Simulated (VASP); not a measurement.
Here is a VASP 6.6.1 calculation.

INCAR

```
SYSTEM = AlAs5
ALGO = Normal ; EDIFF = 1E-7
EDIFFG = -0.01 ; ENCUT = 500
GGA = PE ; GGA_COMPAT = .FALSE.
IBRION = 2 ; ISIF = 3
ISMEAR = 0 ; LASPH = .TRUE.
LCHARG = .FALSE. ; LREAL = .FALSE.
LWAVE = .FALSE. ; NELM = 120
NELMIN = 4 ; NSW = 100
PREC = Accurate ; SIGMA = 0.1
```

The input KPOINTS:

```
k-points
0
G
  12 12 2
  0 0 0
```

Contents of POSCAR:

```
AlAs5
1.0
    3.8752558986      0.0000000000      0.0000000000
   -1.9376279493      3.3560700543      0.0000000000
    0.0000000000      0.0000000000     21.8138880648
Al As
2 10
Direct
    0.3333333333      0.6666666667      0.0404220451
    0.6666666667      0.3333333333      0.9595779549
    0.0000000000      0.0000000000      0.3904068771
    0.3333333333      0.6666666667      0.4484937874
    1.0000000000      1.0000000000      0.6095931229
    0.6666666667      0.3333333333      0.5515062126
    0.6666666667      0.3333333333      0.0829443016
    0.3333333333      0.6666666667      0.2289463442
    0.3333333333      0.6666666667      0.9170556984
    0.6666666667      0.3333333333      0.7710536558
    0.3333333333      0.6666666667      0.7120591466
    0.6666666667      0.3333333333      0.2879408534
```

Potentials or basis: VASP PAW PBE potentials, release 64 (Al, As).

Run with:

```bash
$ cat potpaw_PBE.64/Al/POTCAR potpaw_PBE.64/As/POTCAR > POTCAR
$ mpirun -np 1 vasp_std > vasp.out
```

(1) What does it give for the relaxed cell?

(2) What does it give for the relaxed volume?

(3) Estimate the band gap on the k mesh.

(4) What does it give for the space group after relaxing (to 0.1 Å)?

Answers

(1) a = 3.876 Å, b = 3.876 Å, c = 22.084 Å, α = 90.00°, β = 90.00°, γ = 120.00°.

(2) 23.95 Å³/atom.

(3) zero (bands 28 and 29 overlap by 0.09 eV).

(4) P-3m1 (No. 164).

Caveat: semilocal functionals underestimate gaps, and a narrow one can read as zero; this functional lacks dispersion, which binds layers or chains, so the pressure and a relaxed spacing across them are unreliable.
